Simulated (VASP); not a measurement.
# Ba (Im-3m) in VASP: notebook

Ba is run at these levels: LDA; tasks: single point, relaxation of volume and atoms at fixed shape.

Everything below comes from runs of VASP 6.6.1. Logs are shortened: lines on timing, memory, paths and dates and some standing lists are left out, and cuts for length are marked.

### 1 The cell of the first run

Symmetry: Im-3m, No. 229, cubic system. Conventional cell: a = 4.771 Å, b = 4.771 Å, c = 4.771 Å, α = 90.00°, β = 90.00°, γ = 90.00°. Within 5.4 Å of Ba (site symmetry m-3m) lie 14 Ba at 4.13 to 4.77 Å.

### 2 Single point, LDA

Contents of INCAR:

```
ALGO = Normal
EDIFF = 1E-6
ENCUT = 520
ISIF = 2
ISMEAR = -1
LASPH = True
LCHARG = True
LELF = True
LREAL = False
LVHAR = True
LWAVE = False
NBANDS = 11
NELM = 80
PREC = Accurate
SIGMA = 0.1
```

Contents of KPOINTS:

```
k-points
0
Gamma
  6 6 6
```

Contents of POSCAR:

```
Ba
1.0
   -2.3857074441      2.3857074441      2.3857074441
    2.3857074441     -2.3857074441      2.3857074441
    2.3857074441      2.3857074441     -2.3857074441
Ba
1
Direct
    0.0000000000      0.0000000000      0.0000000000
```

Potentials or basis: VASP PAW LDA potentials, release 64 (Ba_sv).

Command:

```
$ cat potpaw_LDA.64/Ba_sv/POTCAR > POTCAR
$ mpirun -np 1 vasp_std > vasp.out
```

OUTCAR:

```text
EDIFF = 1E-6
   ENCUT = 520
   ISIF = 2
   ISMEAR = -1
   LASPH = True
   LREAL = False
   NELM = 80
   PREC = Accurate

 ion  position               nearest neighbor table
   1  0.000  0.000  0.000-

  LATTYP: Found a body centered cubic cell.
 ALAT       =     4.7714148882

  Lattice vectors:

 A1 = (  -2.3857074441,   2.3857074441,   2.3857074441)
 A2 = (   2.3857074441,  -2.3857074441,   2.3857074441)
 A3 = (   2.3857074441,   2.3857074441,  -2.3857074441)

Analysis of symmetry for initial positions (statically):
=====================================================================
 Subroutine PRICEL returns:
 Original cell was already a primitive cell.

 Routine SETGRP: Setting up the symmetry group for a
 body centered cubic supercell.

 Subroutine GETGRP returns: Found 48 space group operations
 (whereof 48 operations were pure point group operations)
 out of a pool of 48 trial point group operations.

The static configuration has the point symmetry O_h .

Analysis of symmetry for dynamics (positions and initial velocities):
=====================================================================
 Subroutine PRICEL returns:
 Original cell was already a primitive cell.

 Routine SETGRP: Setting up the symmetry group for a
 body centered cubic supercell.

 Subroutine GETGRP returns: Found 48 space group operations
 (whereof 48 operations were pure point group operations)
 out of a pool of 48 trial point group operations.

The dynamic configuration has the point symmetry O_h .

 Subroutine INISYM returns: Found 48 space group operations
 (whereof 48 operations are pure point group operations),
 and found     1 'primitive' translations

----------------------------------------------------------------------------------------

                                     Primitive cell

  volume of cell :      54.3140

  direct lattice vectors                    reciprocal lattice vectors
    -2.385707444  2.385707444  2.385707444     0.000000000  0.209581439  0.209581439
     2.385707444 -2.385707444  2.385707444     0.209581439  0.000000000  0.209581439
     2.385707444  2.385707444 -2.385707444     0.209581439  0.209581439  0.000000000

  length of vectors
     4.132166505  4.132166505  4.132166505     0.296392914  0.296392914  0.296392914

  position of ions in fractional coordinates (direct lattice)
     0.000000000  0.000000000  0.000000000

  ion indices of the primitive-cell ions
   primitive index   ion index
                 1           1

----------------------------------------------------------------------------------------

 KPOINTS: k-points

Automatic generation of k-mesh.
 Grid dimensions read from file:
 generate k-points for:    6    6    6

 Generating k-lattice:

  Cartesian coordinates                     Fractional coordinates (reciprocal lattice)
     0.000000000  0.034930240  0.034930240     0.166666667  0.000000000  0.000000000
     0.034930240  0.000000000  0.034930240     0.000000000  0.166666667  0.000000000
     0.034930240  0.034930240  0.000000000     0.000000000  0.000000000  0.166666667

  Length of vectors
     0.049398819  0.049398819  0.049398819

  Shift w.r.t. Gamma in fractional coordinates (k-lattice)
     0.000000000  0.000000000  0.000000000

 Subroutine IBZKPT returns following result:
 ===========================================

 Found     16 irreducible k-points:

 Following reciprocal coordinates:
            Coordinates               Weight
  0.000000  0.000000  0.000000      1.000000
  0.166667  0.000000  0.000000     12.000000
  0.333333  0.000000  0.000000     12.000000
  0.500000  0.000000  0.000000      6.000000
  0.166667  0.166667  0.000000     24.000000
  0.333333  0.166667  0.000000     48.000000
[... 8 lines left out ...]
  0.500000  0.500000  0.333333     12.000000
  0.500000  0.500000  0.500000      1.000000
   k-points           NKPTS =     16   k-points in BZ     NKDIM =     16   number of bands    NBANDS=     11
   number of dos      NEDOS =    301   number of ions     NIONS =      1
   total plane-waves  NPLWV =  32768
   dimension x,y,z NGX =    32 NGY =   32 NGZ =   32
   dimension x,y,z NGXF=    64 NGYF=   64 NGZF=   64
   ions per type =               1
   NGX,Y,Z   is equivalent  to a cutoff of  12.87, 12.87, 12.87 a.u.
   NGXF,Y,Z  is equivalent  to a cutoff of  25.75, 25.75, 25.75 a.u.
 SYSTEM =  unknown system
   PREC   = accura    normal or accurate (medium, high low for compatibility)
   ISTART =      0    job   : 0-new  1-cont  2-samecut
   ICHARG =      2    charge: 1-file 2-atom 10-const
   ISPIN  =      1    spin polarized calculation?
   LNONCOLLINEAR =      F non collinear calculations
   LSORBIT =      F    spin-orbit coupling
   LASPH  =      T    aspherical Exc in radial PAW
   ENCUT  =  520.0 eV  38.22 Ry    6.18 a.u.   7.68  7.68  7.68*2*pi/ulx,y,z
   NELM   =     80;   NELMIN=  2; NELMDL= -5     # of ELM steps
   EDIFF  = 0.1E-05   stopping-criterion for ELM
   LREAL  =      F    real-space projection
   EDIFFG = 0.1E-04   stopping-criterion for IOM
   NSW    =      0    number of steps for IOM
   IBRION =     -1    ionic relax: 0-MD 1-quasi-New 2-CG
   NFREE  =      0    steps in history (QN), initial steepest desc. (CG)
   ISIF   =      2    stress and relaxation
   ISYM   =      2    0-nonsym 1-usesym 2-fastsym
   POTIM  = 0.5000    time-step for ionic-motion
   TEBEG  =    0.0;   TEEND  =   0.0 temperature during run
   PSTRESS=    0.0 pullay stress
   NELECT =      10.0000    total number of electrons
   NUPDOWN=      -1.0000    fix difference up-down
   EMIN   =  10.00;   EMAX   =-10.00  energy-range for DOS
   EFERMI =   0.00;   METHOD = LEGACY
   ISMEAR =    -1;   SIGMA  =   0.10  broadening in eV -4-tet -1-fermi 0-gaus
   EFERMI_NEDOS =   21; number of points for ismear=-14 and -15
   IALGO  =     38    algorithm
   IMIX   =      4    mixing-type and parameters
     AMIX     =   0.40;   BMIX     =  1.00
     AMIX_MAG =   1.60;   BMIX_MAG =  1.00
  volume/ion in A,a.u.               =      54.31       366.53
  Fermi-wavevector in a.u.,A,eV,Ry     =   0.931332  1.759961 11.801400  0.867378
  Thomas-Fermi vector in A             =   2.057814
   LORBIT       =      0    0 simple, 1 ext, 2 COOP (PROOUT), +10 PAW based schemes
   GGA     = CA    functional components
   LHFCALC =     F    Hartree Fock is set to
   AEXX    =    0.0000 exact exchange contribution
   IVDW    =     0    specifies the selected vdW correction
   LEPSILON=     F    determine dielectric tensor
   LRPA    =     F    only Hartree local field effects (RPA)
 non-spin polarized calculation
  energy-cutoff  :      520.00
  volume of cell :       54.31
 maximum number of plane-waves:      1484
   NGX = 15   NGY = 15   NGZ = 15

 number of electron      10.0000000 magnetization

 number of electron       9.9999999 magnetization

 Free energy of the ion-electron system (eV)
  ---------------------------------------------------
  ext. energy  EPLUGINS =         0.00000000
  ---------------------------------------------------
  free energy    TOTEN  =        -2.26213243 eV

  energy without entropy =       -2.21034266  energy(sigma->0) =       -2.23623755

 E-fermi :   1.9861     XC(G=0):  -8.1134

 val. band max:        1.9859374136   @ k =   0.3333   0.3333   0.0000
 cond. band min:       2.0697623341   @ k =   0.3333   0.1667   0.1667
 fundamental gap:      0.0838249205
 Fermi energy:         1.9861487903

 k-point     1 :       0.0000    0.0000    0.0000
  band No.  band energies     occupation
      1     -26.6457      2.00000
      2     -11.4938      2.00000
      3     -11.4938      2.00000
      4     -11.4938      2.00000
      5      -0.8606      2.00000
      6       3.8630      0.00000
      7       3.8630      0.00000
      8       3.8630      0.00000
      9       5.5388      0.00000
     10       5.5388      0.00000
     11       9.3528      0.00000

 k-point     2 :       0.1667    0.0000    0.0000
  band No.  band energies     occupation
      1     -26.6251      2.00000
      2     -11.6959      2.00000
      3     -11.5544      2.00000
      4     -11.4957      2.00000
      5      -0.2726      2.00000
      6       3.4360      0.00000
      7       3.5408      0.00000
      8       4.4930      0.00000
      9       5.1298      0.00000
     10       5.5201      0.00000
     11       9.9307      0.00000

 k-point     3 :       0.3333    0.0000    0.0000
  band No.  band energies     occupation
      1     -26.5832      2.00000
      2     -12.0669      2.00000
      3     -11.6716      2.00000
      4     -11.4998      2.00000
      5       0.7515      1.99999
      6       2.8034      0.00056
      7       3.1481      0.00002
      8       5.4817      0.00000
      9       5.7811      0.00000
     10       6.2351      0.00000
     11       9.1865      0.00000

 k-point     4 :       0.5000    0.0000    0.0000
  band No.  band energies     occupation
      1     -26.5621      2.00000
      2     -12.2390      2.00000
      3     -11.7284      2.00000
      4     -11.5019      2.00000
      5       0.9279      1.99995
      6       2.5497      0.00711
      7       3.7817      0.00000
      8       5.5414      0.00000
      9       6.2087      0.00000
     10       7.9766      0.00000
     11       8.0962      0.00000

 k-point     5 :       0.1667    0.1667    0.0000
  band No.  band energies     occupation
      1     -26.5938      2.00000
      2     -11.9478      2.00000
      3     -11.6358      2.00000
      4     -11.5403      2.00000
      5       0.6484      2.00000
      6       2.8829      0.00026
      7       3.0613      0.00004
      8       4.9562      0.00000
      9       5.7763      0.00000
     10       6.0007      0.00000
     11      10.0596      0.00000
[... 99 lines left out ...]
 k-point    13 :      -0.3333    0.5000    0.1667
  band No.  band energies     occupation
      1     -26.5397      2.00000
      2     -12.0892      2.00000
      3     -11.9202      2.00000
      4     -11.6803      2.00000
      5       1.9652      1.10455
      6       2.0838      0.54701
      7       3.1516      0.00002
      8       5.0452      0.00000
      9       5.8879      0.00000
     10       8.0116      0.00000
     11       8.9126      0.00000

 k-point    14 :      -0.3333    0.3333    0.3333
  band No.  band energies     occupation
      1     -26.5337      2.00000
      2     -11.9886      2.00000
      3     -11.8726      2.00000
      4     -11.8726      2.00000
      5       1.7289      1.85818
      6       1.8396      1.62462
      7       4.6538      0.00000
      8       4.6538      0.00000
      9       5.6623      0.00000
     10       6.0550      0.00000
     11      11.1063      0.00000

 k-point    15 :       0.5000    0.5000    0.3333
  band No.  band energies     occupation
      1     -26.5171      2.00000
      2     -12.0634      2.00000
      3     -11.9363      2.00000
      4     -11.8843      2.00000
      5       1.4990      1.98479
      6       1.6433      1.93720
      7       4.7526      0.00000
      8       4.8982      0.00000
      9       7.1610      0.00000
     10       7.4946      0.00000
     11       8.7041      0.00000

 k-point    16 :       0.5000    0.5000    0.5000
  band No.  band energies     occupation
      1     -26.5019      2.00000
      2     -12.0021      2.00000
      3     -12.0021      2.00000
      4     -12.0021      2.00000
      5       1.1820      1.99936
      6       1.1820      1.99936
      7       7.0905      0.00000
      8       7.0905      0.00000
      9       7.0905      0.00000
     10       7.3545      0.00000
     11       7.3545      0.00000

------------------------ aborting loop because EDIFF is reached ----------------------------------------

  FORCE on cell =-STRESS in cart. coord.  units (eV):
  Direction    XX          YY          ZZ          XY          YZ          ZX
  --------------------------------------------------------------------------------------
  -------------------------------------------------------------------------------------
  Total        0.0285339      0.0285339      0.0285339      0.0000000      0.0000000     -0.0000000
  in kB        0.8417061      0.8417061      0.8417061      0.0000000      0.0000000     -0.0000000
  external PRESSURE =       0.8417061 kB  Pullay stress =       0.0000000 kB

 VOLUME and BASIS-vectors are now :
 -----------------------------------------------------------------------------
  energy-cutoff  :      520.00
  volume of cell :       54.31
      direct lattice vectors                 reciprocal lattice vectors
    -2.385707444  2.385707444  2.385707444     0.000000000  0.209581439  0.209581439
     2.385707444 -2.385707444  2.385707444     0.209581439  0.000000000  0.209581439
     2.385707444  2.385707444 -2.385707444     0.209581439  0.209581439  0.000000000

 POSITION                                       TOTAL-FORCE (eV/Angst)
 -----------------------------------------------------------------------------------
      0.00000      0.00000      0.00000        -0.000000      0.000000      0.000000
 -----------------------------------------------------------------------------------
    total drift:                                0.000000      0.000000      0.000000

  FREE ENERGIE OF THE ION-ELECTRON SYSTEM (eV)
  ---------------------------------------------------
  free  energy   TOTEN  =        -2.2621324304 eV

  energy  without entropy=       -2.2103426614  energy(sigma->0) =       -2.23623755
```

Run time: 4.5 s. Hardware: 1 thread of Intel Xeon Platinum 8488C (Sapphire Rapids), shared host; peak memory 0.15 GiB.

Results:

| Property | Result |
| --- | --- |
| Free energy | -2.2621 eV |
| Pressure | 0.1 GPa |
| Band gap on the k mesh | zero (band 5 reaches 2.07 eV, above the bottom of band 6 at 1.18 eV) |

Caveat: spin-orbit coupling is left out, which moves the levels of the heavy elements.

### 3 Relaxation of volume and atoms at fixed shape, LDA

This run uses another cell than the first one, of 62.99 Å³/atom, 1.160 times its volume.

Contents of INCAR:

```
PREC     = Accurate       # precision mode
ENCUT    = 600            # plane-wave cutoff, eV
EDIFF    = 1E-6           # SCF threshold, eV
ISMEAR   = -1             # smearing method
SIGMA    = 0.1            # smearing width, eV
LREAL    = False          # projectors in reciprocal space
LASPH    = True           # aspherical terms in the spheres
NELM     = 100            # most SCF steps
ALGO     = Normal         # electronic algorithm
ISIF     = 8              # what is computed and relaxed
LWAVE    = False          # write WAVECAR
LCHARG   = False          # write CHGCAR
GGA      = CA             # functional
IBRION   = 2              # ionic algorithm
NSW      = 60             # ionic steps
EDIFFG   = -0.02          # ionic threshold
```

Contents of KPOINTS:

```
Automatic mesh
0
Gamma
  6 6 6
```

Contents of POSCAR:

```
Ba
1.0
   -2.5065000000      2.5065000000      2.5065000000
    2.5065000000     -2.5065000000      2.5065000000
    2.5065000000      2.5065000000     -2.5065000000
Ba
1
Direct
    0.0000000000      0.0000000000      0.0000000000
```

Potentials or basis: VASP PAW LDA potentials, release 64 (Ba_sv).

Command:

```
$ cat potpaw_LDA.64/Ba_sv/POTCAR > POTCAR
$ mpirun -np 1 vasp_std > vasp.out
```

Wall time 17 s (1 thread of Intel Xeon Platinum 8488C (Sapphire Rapids), shared host); peak memory 0.18 GiB.

Results (log left out):

```
Free energy                            : -2.2624 eV
Relaxed volume                         : 54.72 Å³/atom
Relaxed cell                           : a = 4.142 Å, b = 4.142 Å, c = 4.142 Å, α = 109.47°, β = 109.47°, γ = 109.47°
Space group after relaxing (to 0.05 Å) : Im-3m (No. 229)
Energy gained by relaxing              : 33.5 meV/atom
Ionic steps                            : 4
Pressure after relaxing                : 0.0 GPa
Band gap on the k mesh                 : zero (band 5 reaches 2.04 eV, above the bottom of band 6 at 1.17 eV)
```

Step by step:
```csv
step,energy change (eV),largest force (eV/Å),pressure (GPa),volume (Å³)
1,0.0000,0.0000,-1.19,62.99
2,-0.0246,0.0000,-0.68,58.81
3,-0.0334,0.0000,-0.09,55.20
4,-0.0335,0.0000,0.01,54.72
```

Final structure:
```
Ba
1.0
    -2.39159    2.39159    2.39159
     2.39159   -2.39159    2.39159
     2.39159    2.39159   -2.39159
Ba
1
Direct
  0.00000 0.00000 0.00000
```

Levels at points of the mesh, in eV from the Fermi level:
```csv
k point,band 3,band 4,band 5,band 6,band 7,band 8
"(0.00, 0.00, 0.00)",-13.50,-13.50,-2.84,1.87,1.87,1.87
"(0.50, 0.00, 0.00)",-13.73,-13.50,-1.05,0.57,1.77,3.53
"(0.50, 0.50, 0.50)",-13.99,-13.99,-0.79,-0.79,5.06,5.06
```

Caveat: spin-orbit coupling is left out, which moves the levels of the heavy elements; the volume moved by -13 % from the deposited cell, more than functionals usually miss.
